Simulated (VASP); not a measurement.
## HfB: single point with PBE

Crystal: HfB.

```
Hf B
1.0
     2.41690    2.41690    0.00000
    -2.41690    2.41690    0.00000
     0.00000    0.00000    4.83380
Hf B
2 2
Direct
  0.50000 0.50000 0.00000
  0.00000 0.00000 0.50000
  0.00000 0.00000 0.00000
  0.50000 0.50000 0.50000
```

```yaml
Program: VASP 6.6.1
Task: single point
Functional: PBE
Potentials_or_basis: VASP PAW PBE potentials, release 64 (Hf_pv, B)
Cutoff: 520 eV
k_mesh: 12 × 12 × 10
Occupations: gaussian, width 0.1 eV
Spin: no spin polarisation
```

```
Pressure               : 0.1 GPa
Band gap on the k mesh : zero (bands 13 and 14 overlap by 3.28 eV)
```

Levels at points of the mesh, in eV from the Fermi level:
| k point | band 10 | band 11 | band 12 | band 13 | band 14 | band 15 | band 16 | band 17 | band 18 | band 19 |
| --- | --- | --- | --- | --- | --- | --- | --- | --- | --- | --- |
| (0.00, 0.00, 0.00) | -0.78 | 1.94 | 1.94 | 2.05 | 2.05 | 2.05 | 3.57 | 3.57 | 3.58 | 3.71 |
| (0.50, 0.00, 0.00) | -2.77 | -1.08 | -1.08 | -0.73 | -0.73 | 4.15 | 4.15 | 5.90 | 5.90 | 6.37 |
| (0.50, 0.50, 0.00) | -1.25 | -0.78 | -0.78 | 1.94 | 1.94 | 1.95 | 1.95 | 5.39 | 5.39 | 6.77 |
| (0.00, 0.00, 0.50) | -1.61 | 0.36 | 0.36 | 1.35 | 1.35 | 1.35 | 1.35 | 4.47 | 4.47 | 6.40 |
| (0.50, 0.00, 0.50) | -4.48 | -1.14 | -1.14 | -1.14 | -1.14 | 5.65 | 5.65 | 5.66 | 5.66 | 6.48 |
| (0.50, 0.50, 0.50) | -1.36 | -1.36 | -1.36 | -1.23 | -1.23 | 4.87 | 4.87 | 4.87 | 4.87 | 6.69 |

It took 2.7 min on 1 thread of Intel Xeon 8259CL, with other jobs on the host, peak memory 0.31 GiB.

Caveat: spin-orbit coupling is left out, which moves the levels of the heavy elements.
